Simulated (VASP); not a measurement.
Si2W, 9 atoms in the cell. It takes space group P6_222 (No. 180, hexagonal). Conventional cell: a = 4.590 Å, b = 4.590 Å, c = 6.718 Å, α = 90.00°, β = 90.00°, γ = 120.00°. Within 3.5 Å of Si (site symmetry 2) lie 5 W at 2.48 to 2.74 Å and 9 Si at 2.49 to 3.43 Å. Within 3.3 Å of W (site symmetry 222) lie 10 Si at 2.48 to 2.74 Å and 4 W at 3.21 Å.  This cell differs from its parent crystal: atoms shifted along a free coordinate, c/a of the conventional cell at fixed volume 1.4635.

- Program: VASP 6.6.1
- Task: single point
- Functional: PBE
- Potentials or basis: VASP PAW PBE potentials, release 64 (Si, W_sv)
- Cutoff: 520 eV
- k mesh: 9 × 9 × 6
- Occupations: gaussian, width 0.03 eV
- Spin: no spin polarisation
- Dipole correction: no
- Further INCAR settings: ALGO = Normal; EDIFF = 1e-06; NBANDS = 43

Potentials or basis: VASP PAW PBE potentials, release 64 (Si, W_sv).

Launch:

```bash
$ cat potpaw_PBE.64/Si/POTCAR potpaw_PBE.64/W_sv/POTCAR > POTCAR
$ mpirun -np 1 vasp_std > vasp.out
```

Hardware: 1 thread of AMD EPYC 7R13, on a shared host.

Task: Estimate the wall time of this run.

Result: Run time: 5.8 min on 1 thread of AMD EPYC 7R13, on a shared host, peak memory 0.33 GiB. Counts: scf iterations 14, k points 48.
